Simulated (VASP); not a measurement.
Runs of VASP 6.6.1 on BaTiO3. The structure is trigonal, space group R3m (No. 160). The conventional cell has a = 5.655 Å, b = 5.655 Å, c = 6.953 Å, α = 90.00°, β = 90.00°, γ = 120.00°. Ba (site symmetry 3m) has 12 O at 2.79 to 2.88 Å and 8 Ti at 3.38 to 3.57 Å within 3.7 Å. Ti (site symmetry 3m) has 6 O at 1.88 to 2.14 Å within 2.5 Å. O (site symmetry m) has 2 Ti at 1.88 to 2.14 Å within 2.5 Å. 

| smearing | gap on the mesh (eV) | pressure (GPa) | largest force (eV/Å) |
| --- | --- | --- | --- |
| tetrahedron | 2.75 | 3.9 | 0.18 |
| gaussian 0.29 eV | 2.75 | 3.9 | 0.18 |
| fermi-dirac 0.15 eV | 2.75 | 3.9 | 0.18 |
| methfessel-paxton 0.15 eV | 2.75 | 3.9 | 0.18 |
| methfessel-paxton 0.38 eV | 2.75 | 3.9 | 0.18 |
| fermi-dirac 1.12 eV | 3.65 | (a) | 2.12 |
| gaussian 0.01 eV | 2.75 | 3.9 | 0.18 |
| methfessel-paxton 0.29 eV | 2.75 | 3.9 | 0.18 |

Alike in all rows: task single point; level r2SCAN; potentials or basis VASP PAW PBE potentials, release 64 (Ba_sv, Ti_sv, O); no spin polarisation; cell as given; k mesh 6 × 6 × 6; cutoff (eV) 520.

Task: Estimate the missing entries.

Result: (a) 12.8.

Caveats: the cell stands under pressure; the PAW data sets were made with another functional, which shifts forces and pressure a little; spin-orbit coupling is left out, which moves the levels of the heavy elements; so wide a smearing shifts energies and pressures (at least some runs).

A k mesh can miss the band edges, and the runs leave out spin-orbit coupling on Ba.
